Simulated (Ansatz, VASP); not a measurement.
## One calculation of GeSb2Te4, two programs

The input POSCAR:

```
GeSb2Te4
1.0
   -3.0595750000      3.0595750000      6.0514150000
    3.0595750000     -3.0595750000      6.0514150000
    3.0595750000      3.0595750000     -6.0514150000
Ge Sb Te
1 2 4
Direct
    0.0000000000      0.0000000000      0.0000000000
    0.5000000000      0.5000000000      0.0000000000
    0.2500000000      0.7500000000      0.5000000000
    0.5016200000      0.0016200000      0.5000000000
    0.2481620000      0.2481620000      0.0000000000
    0.9983800000      0.4983800000      0.5000000000
    0.7518380000      0.7518380000      0.0000000000
```

Contents of INCAR.step1:

```
SYSTEM = GeSb2Te4
ALGO     = Normal         ! electronic algorithm
EDIFF    = 1E-4           ! SCF threshold, eV
ENCUT    = 520            ! plane-wave cutoff, eV
GGA      = PE             ! functional
ISMEAR   = 0              ! smearing method
LASPH    = .TRUE.         ! aspherical terms in the spheres
LCHARG   = .FALSE.        ! write CHGCAR
LREAL    = .FALSE.        ! projectors in reciprocal space
LWAVE    = .TRUE.         ! write WAVECAR
NBANDS   = 33             ! bands
NELM     = 100            ! most SCF steps
PREC     = Accurate       ! precision mode
SIGMA    = 0.1            ! smearing width, eV
```

Contents of INCAR.step2:

```
SYSTEM = GeSb2Te4
ALGO     = Normal         ! electronic algorithm
EDIFF    = 1E-7           ! SCF threshold, eV
ENCUT    = 520            ! plane-wave cutoff, eV
ISIF     = 2              ! what is computed and relaxed
ISMEAR   = 0              ! smearing method
ISTART   = 1            
LASPH    = .TRUE.         ! aspherical terms in the spheres
LCHARG   = .FALSE.        ! write CHGCAR
LMIXTAU  = .TRUE.       
LREAL    = .FALSE.        ! projectors in reciprocal space
LWAVE    = .FALSE.        ! write WAVECAR
METAGGA  = R2SCAN         ! meta-GGA
NBANDS   = 33             ! bands
NELM     = 100            ! most SCF steps
PREC     = Accurate       ! precision mode
SIGMA    = 0.1            ! smearing width, eV
```

Contents of KPOINTS:

```
k-points
0
G
  4 4 4
  0 0 0
```

Input for Ansatz:

```yaml
crystal:
  lattice:
    - [-3.059575, 3.059575, 6.051415]
    - [3.059575, -3.059575, 6.051415]
    - [3.059575, 3.059575, -6.051415]
  atoms:
    - { symbol: Ge, position: [0.0, 0.0, 0.0] }
    - { symbol: Sb, position: [0.5, 0.5, 0.0] }
    - { symbol: Sb, position: [0.25, 0.75, 0.5] }
    - { symbol: Te, position: [0.50162, 0.00162, 0.5] }
    - { symbol: Te, position: [0.248162, 0.248162, 0.0] }
    - { symbol: Te, position: [0.99838, 0.49838, 0.5] }
    - { symbol: Te, position: [0.751838, 0.751838, 0.0] }
basis:
  ecutwfc: 500
kpoints:
  mp_grid: { grid: [4, 4, 4] }
hamiltonian:
  xc: r2scan
  pseudopotentials: { kind: paw, azcp: { folder: soft_1 } }
scf:
  occupations: { method: gaussian, width: 0.1 }
output:
  forces: true
  stress: true
  eigenvalues: true
```

Alike in both runs: task single point; functional r2SCAN; k mesh 4 × 4 × 4; occupations gaussian, width 0.1 eV; no spin polarisation.

```csv
,VASP,Ansatz
version,VASP 6.6.1,Ansatz 0.2.0
potentials or method,"VASP PAW PBE potentials, release 64 (Ge_d, Sb, Te), cutoff 520 eV","scalar-relativistic, plane waves, PAW"
valence electrons in the cell,48,108
```

|  | VASP | Ansatz | Ansatz less VASP |
| --- | --- | --- | --- |
| gap on the k mesh at the Fermi level (eV) | none | none | - |
| pressure (GPa) | -0.9 | -0.8 | +0.05 |
| traceless stress, the component that is largest in VASP (GPa) | -0.09 | -0.10 | -0.009 |
| rms of the force components (eV/Å) | 0.030 | 0.030 | -0.0007 |

VASP's potentials were made for PBE, not for r2SCAN. Atom by atom the forces differ by 0.001 eV/Å (rms over components). A gap of «none» marks a metal or a gap that the smearing closes. VASP's potentials hold 48 valence electrons a cell and Ansatz's 108, so a difference there can come from the potentials and not from the codes.

The k mesh is coarse, so the values compare programs but aren't converged. Spin-orbit coupling is off throughout.
